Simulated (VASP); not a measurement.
# Be4Se: single point with PBE

The system is Be4Se.

```
CELL_PARAMETERS angstrom
3.96380 0.00000 0.00000
0.00000 3.96380 0.00000
0.00000 0.00000 3.96380
ATOMIC_POSITIONS crystal
Be 0.00000 0.00000 0.00000
Be 0.50000 0.00000 0.00000
Be 0.00000 0.50000 0.00000
Be 0.00000 0.00000 0.50000
Se 0.50000 0.50000 0.50000
```

```json
{
 "Program": "VASP 6.6.1",
 "Task": "single point",
 "Functional": "PBE",
 "Potentials or basis": "VASP PAW PBE potentials, release 64 (Be, Se)",
 "Cutoff": "520 eV",
 "k mesh": "10 × 10 × 10",
 "Occupations": "gaussian, width 0.1 eV",
 "Spin": "no spin polarisation",
 "Dipole correction": "no",
 "Further INCAR settings": "ALGO = Normal; EDIFF = 1e-06; NBANDS = 15"
}
```

* Pressure: 0.1 GPa
* Band gap on the k mesh: zero (band 7 reaches 5.72 eV, above the bottom of band 8 at 1.94 eV)

Levels at points of the mesh, in eV from the Fermi level:
```
           k point  band 3  band 4  band 5  band 6  band 7  band 8  band 9  band 10  band 11  band 12
(0.00, 0.00, 0.00)   -4.30   -4.30   -4.30    0.79    0.79    0.79    0.97     0.97     5.67     5.67
(0.50, 0.00, 0.00)   -2.99   -2.82   -2.82   -1.58   -1.58   -0.99    1.87     3.36     5.61     5.61
(0.50, 0.50, 0.00)   -6.46   -5.74   -2.04   -0.45    0.34    1.19    1.19     2.38     2.38     3.90
(0.50, 0.50, 0.50)   -5.35   -5.35   -4.77   -2.99   -2.99   -2.99    6.04     6.04     6.04     8.21
```

Run time: 35 s on 1 thread of Intel(R) Xeon(R) Platinum 8259CL CPU @ 2.50GHz (Skylake/Cascade Lake), on a shared host, peak memory 0.19 GiB.
